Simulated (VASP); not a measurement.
# Al: single point with PBEsol

Crystal: Al.

```
CELL_PARAMETERS angstrom
2.70148 0.00000 0.00000
0.00000 2.70148 0.00000
0.00000 0.00000 2.70148
ATOMIC_POSITIONS crystal
Al 0.00000 0.00000 0.00000
```

| Property | Result |
| --- | --- |
| Program | VASP 6.6.1 |
| Task | single point |
| Functional | PBEsol |
| Potentials or basis | VASP PAW PBE potentials, release 64 (Al) |
| Cutoff | 520 eV |
| k mesh | 16 × 16 × 16 |
| Occupations | fermi-dirac, width 0.01 eV |
| Spin | no spin polarisation |

The pressure is 0.1 GPa.

Levels at points of the mesh, in eV from the Fermi level:
| k point | band 1 | band 2 | band 3 | band 4 | band 5 |
| --- | --- | --- | --- | --- | --- |
| (0.00, 0.00, 0.00) | -9.68 | 8.04 | 8.04 | 9.27 | 9.27 |
| (0.50, 0.00, 0.00) | -5.23 | -4.19 | 10.64 | 12.89 | 12.89 |
| (0.50, 0.50, 0.00) | -0.56 | -0.56 | -0.20 | 2.11 | 16.55 |
| (0.50, 0.50, 0.50) | 2.94 | 2.94 | 2.94 | 5.57 | 5.57 |

Wall time 8.3 s on 1 thread of Intel(R) Xeon(R) Platinum 8488C (Sapphire Rapids), with other jobs on the host, peak memory 0.13 GiB.

Caveat: the PAW data sets were made with another functional, which shifts forces and pressure a little.
